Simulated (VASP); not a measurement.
Wanted: the native input for a VASP 6.6.1 run.

| Quantity | Value |
| --- | --- |
| Task | single point |
| Functional | PBE |
| Potentials or basis | VASP PAW PBE potentials, release 64 (Ti_sv, Cl) |
| Cutoff | 520 eV |
| k mesh | 3 × 3 × 3 |
| Occupations | gaussian, width 0.1 eV |
| Spin | collinear spin |
| Starting moments | [1.95, 1.95, 1.95, 1.95, 0.0, 0.0, 0.0, 0.0, 0.0, 0.0] μB |
| Dipole correction | no |
| Further INCAR settings | ALGO = Normal; EDIFF = 1e-07; NBANDS = 60 |

The structure of Ti2Cl3 lies in POSCAR:

```
Ti2Cl3
1.0
    2.8535873342      1.6475194155      6.3825834800
   -2.8535873342      1.6475194155      6.3825834800
    0.0000000000     -3.2950388311      6.3825834800
Ti Cl
4 6
Direct
    0.8309459169      0.8309459169      0.8309459169
    0.6690540831      0.6690540831      0.6690540831
    0.1690540831      0.1690540831      0.1690540831
    0.3309459169      0.3309459169      0.3309459169
    0.0904330172      0.4095669828      0.7500000000
    0.7500000000      0.0904330172      0.4095669828
    0.4095669828      0.7500000000      0.0904330172
    0.9095669828      0.5904330172      0.2500000000
    0.2500000000      0.9095669828      0.5904330172
    0.5904330172      0.2500000000      0.9095669828
```

The input as run:

INCAR

```
SYSTEM = Ti2Cl3
PREC = Accurate
ENCUT = 520
EDIFF = 1E-7
ISMEAR = 0
SIGMA = 0.1
LREAL = .False.
LASPH = .True.
NELM = 150
ALGO = Normal
ISIF = 2
LWAVE = .False.
LCHARG = .True.
ISPIN = 2
MAGMOM = 1.95 1.95 1.95 1.95 0 0 0 0 0 0
LORBIT = 11
LMAXMIX = 4
GGA = PE
LELF = .True.
LVHAR = .True.
NBANDS = 60
```

KPOINTS

```
regular mesh
0
Gamma
  3 3 3
  0 0 0
```

Potentials or basis: VASP PAW PBE potentials, release 64 (Ti_sv, Cl).

The run is started by

```console
$ cat potpaw_PBE.64/Ti_sv/POTCAR potpaw_PBE.64/Cl/POTCAR > POTCAR
$ mpirun -np 1 vasp_std > vasp.out
```

It gave:

```yaml
Pressure: 0.1 GPa
Largest_force: 0.012 eV/Å
Band_gap_on_the_k_mesh: zero (filled and empty bands overlap)
Net_moment: 0.00 μB per cell
Valence_electrons_inside_the_program's_atomic_spheres: Ti 10.27; Cl 5.14
```

Caveat: the k points lie up to 0.44 Å⁻¹ apart; semilocal functionals often make such compounds metallic where correlation or magnetic order opens a gap, which also shifts bond lengths.

It took 4.5 min on 1 thread of Intel(R) Xeon(R) Platinum 8488C (Sapphire Rapids), with other jobs on the host, peak memory 0.54 GiB.
